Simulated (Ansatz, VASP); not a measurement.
# AlC2 in VASP and in Ansatz

File INCAR:

```
SYSTEM = AlC2
PREC = Accurate
ENCUT = 520
EDIFF = 1E-6
ISMEAR = 0
SIGMA = 0.1
LREAL = .False.
LASPH = .True.
NELM = 60
ALGO = Normal
ISIF = 2
LWAVE = .False.
LCHARG = .False.
GGA = PE
NBANDS = 12
```

Contents of KPOINTS:

```
Automatic mesh
0
Gamma
  8 8 8
  0 0 0
```

Contents of POSCAR:

```
AlC2
1.0
   -1.4367747868      1.4367747868      3.5245881489
    1.4367747868     -1.4367747868      3.5245881489
    1.4367747868      1.4367747868     -3.5245881489
Al C
1 2
Direct
    0.0000000000      0.0000000000      0.0000000000
    0.6650000000      0.6650000000      0.0000000000
    0.3350000000      0.3350000000      0.0000000000
```

Input for Ansatz:

```yaml
crystal:
  lattice:
    - [-1.4367747868, 1.4367747868, 3.5245881489]
    - [1.4367747868, -1.4367747868, 3.5245881489]
    - [1.4367747868, 1.4367747868, -3.5245881489]
  atoms:
    - { symbol: Al, position: [0.0, 0.0, 0.0] }
    - { symbol: C, position: [0.665, 0.665, 0.0] }
    - { symbol: C, position: [0.335, 0.335, 0.0] }
basis:
  ecutwfc: 420
kpoints:
  mp_grid: { grid: [8, 8, 8] }
hamiltonian:
  xc: pbe
scf:
  occupations: { method: gaussian, width: 0.1 }
  lower_state_search: "off"
output:
  forces: true
  stress: true
  eigenvalues: true
```

Alike in both runs: task single point; functional PBE; k mesh 8 × 8 × 8; occupations gaussian, width 0.1 eV; no spin polarisation.

```csv
,VASP,Ansatz
version,VASP 6.6.1,Ansatz 0.2.0
potentials or method,"VASP PAW PBE potentials, release 64 (Al, C), cutoff 520 eV","scalar-relativistic, plane waves, PAW"
valence electrons in the cell,11,11
```

```csv
,VASP,Ansatz,Ansatz less VASP
gap on the k mesh at the Fermi level (eV),none,none,-
pressure (GPa),-15.7,-15.7,-0.02
"traceless stress, the component that is largest in VASP (GPa)",-9.50,-9.51,-0.015
rms of the force components (eV/Å),0.035,0.035,+0.0001
```

Atom by atom the forces differ by 0.000 eV/Å (rms over components). A gap of «none» marks a metal or a gap that the smearing closes.

The k mesh is coarse, so the values compare programs but aren't converged.
